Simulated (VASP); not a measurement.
**KTaO3: single point with PBEsol**

The system is KTaO3.

```
K Ta O
1.0
     4.16496    0.00000    0.00000
     0.00000    4.16496    0.00000
     0.00000    0.00000    3.87800
K Ta O
1 1 3
Direct
  0.50000 0.50000 0.50000
  0.00000 0.00000 0.00000
  0.00000 0.50000 0.00000
  0.00000 0.00000 0.50000
  0.50000 0.00000 0.00000
```

This cell differs from its parent crystal: biaxial strain in the a-b plane: +4.5 %.

```json
{"Program": "VASP 6.6.1", "Task": "single point", "Functional": "PBEsol", "Potentials or basis": "VASP PAW PBE potentials, release 64 (K_sv, Ta_pv, O)", "Cutoff": "520 eV", "k mesh": "8 × 8 × 8", "Occupations": "gaussian, width 0.02 eV", "Spin": "no spin polarisation", "Dipole correction": "no", "Further INCAR settings": "ALGO = Normal; EDIFF = 1e-07; NBANDS = 27"}
```

- Pressure: -8.5 GPa
- Band gap on the k mesh: 1.83 eV (least direct gap 2.45 eV)

Stress tensor (GPa, compression positive):
```
-16.45   0.00   0.00
  0.00 -16.45   0.00
  0.00   0.00   7.46
```

Levels at points of the mesh, in eV from the valence-band top:
| k point | band 17 | band 18 | band 19 | band 20 | band 21 | band 22 |
| --- | --- | --- | --- | --- | --- | --- |
| (0.00, 0.00, 0.00) | -0.65 | -0.65 | -0.62 | 1.83 | 1.93 | 1.93 |
| (0.50, 0.00, 0.00) | -1.44 | -1.03 | -0.81 | 2.04 | 4.26 | 4.26 |
| (0.50, 0.50, 0.00) | -1.95 | -1.85 | -0.06 | 4.29 | 4.29 | 5.36 |
| (0.00, 0.00, 0.50) | -1.35 | -0.82 | -0.82 | 2.03 | 5.15 | 5.15 |
| (0.50, 0.00, 0.50) | -1.25 | -1.20 | -0.15 | 4.32 | 5.17 | 6.06 |
| (0.50, 0.50, 0.50) | -0.09 | -0.09 | 0.00 | 5.49 | 6.15 | 6.15 |

It took 83 s on 1 thread of Intel(R) Xeon(R) 6975P-C (Granite Rapids), on a shared host, peak memory 0.27 GiB.

Caveat: the cell differs from its parent crystal (biaxial strain in the a-b plane: +4.5 %); the cell stands under tension; the PAW data sets were made with another functional, which shifts forces and pressure a little; spin-orbit coupling is left out, which moves the levels of the heavy elements. A k mesh can miss the band edges.
